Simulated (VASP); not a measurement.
Input of a VASP 6.6.1 run:

INCAR

```
SYSTEM = ZnCu
PREC     = Accurate       ! precision mode
ENCUT    = 520            ! plane-wave cutoff, eV
EDIFF    = 1E-6           ! SCF threshold, eV
ISMEAR   = -1             ! smearing method
SIGMA    = 0.05           ! smearing width, eV
LREAL    = .False.        ! projectors in reciprocal space
LASPH    = .True.         ! aspherical terms in the spheres
NELM     = 60             ! most SCF steps
ALGO     = Normal         ! electronic algorithm
ISIF     = 2              ! what is computed and relaxed
LWAVE    = .False.        ! write WAVECAR
LCHARG   = .True.         ! write CHGCAR
GGA      = PE             ! functional
LELF     = .True.         ! ELF
LVHAR    = .True.       
NBANDS   = 18             ! bands
```

Contents of KPOINTS:

```
Automatic mesh
0
Gamma
  14 14 14
  0 0 0
```

File POSCAR:

```
ZnCu
1.0
    2.9645038796      0.0000000000      0.0000000000
    0.0000000000      2.9645038796      0.0000000000
    0.0000000000      0.0000000000      2.9645038796
Zn Cu
1 1
Direct
    0.5000000000      0.5000000000      0.5000000000
    0.0000000000      0.0000000000      0.0000000000
```

Potentials or basis: VASP PAW PBE potentials, release 64 (Zn, Cu).

Run with:

```sh
$ cat potpaw_PBE.64/Zn/POTCAR potpaw_PBE.64/Cu/POTCAR > POTCAR
$ mpirun -np 1 vasp_std > vasp.out
```

Predict the pressure.

0.4 GPa.
